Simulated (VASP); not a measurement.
Set up this calculation in VASP 6.6.1, as the native input.

```yaml
Task: single point
Functional: PBEsol
Potentials_or_basis: VASP PAW PBE potentials, release 64 (Mo_sv)
Cutoff: 520 eV
k_mesh: 18 × 18 × 18
Occupations: gaussian, width 0.1 eV
Spin: no spin polarisation
Dipole_correction: no
Further_INCAR_settings: ALGO = Normal; EDIFF = 1e-07; NBANDS = 13
```

The structure of Mo lies in POSCAR:

```
Mo
1.0
   -1.5646772595      1.5646772595      1.5646772595
    1.5646772595     -1.5646772595      1.5646772595
    1.5646772595      1.5646772595     -1.5646772595
Mo
1
Direct
    0.0000000000      0.0000000000      0.0000000000
```

The input as run:

INCAR

```
PREC = Accurate ; ENCUT = 520
EDIFF = 1E-7 ; ISMEAR = 0
SIGMA = 0.1 ; LREAL = False
LASPH = True ; NELM = 60
ALGO = Normal ; ISIF = 2
LWAVE = False ; LCHARG = False
GGA = PS ; NBANDS = 13
```

KPOINTS

```
Automatic mesh
0
Gamma
  18 18 18
```

Potentials or basis: VASP PAW PBE potentials, release 64 (Mo_sv).

Run with:

```bash
$ cat potpaw_PBE.64/Mo_sv/POTCAR > POTCAR
$ mpirun -np 1 vasp_std > vasp.out
```

Results of the run:

- Pressure: 0.5 GPa
- Band gap on the k mesh: zero (band 7 reaches 16.91 eV, above the bottom of band 8 at 11.38 eV)

Caveat: the PAW data sets were made with another functional, which shifts forces and pressure a little.

Wall time 38 s on 1 thread of AMD EPYC 7R43 64-Core Processor (Zen 3), with other jobs on the host, peak memory 0.11 GiB.
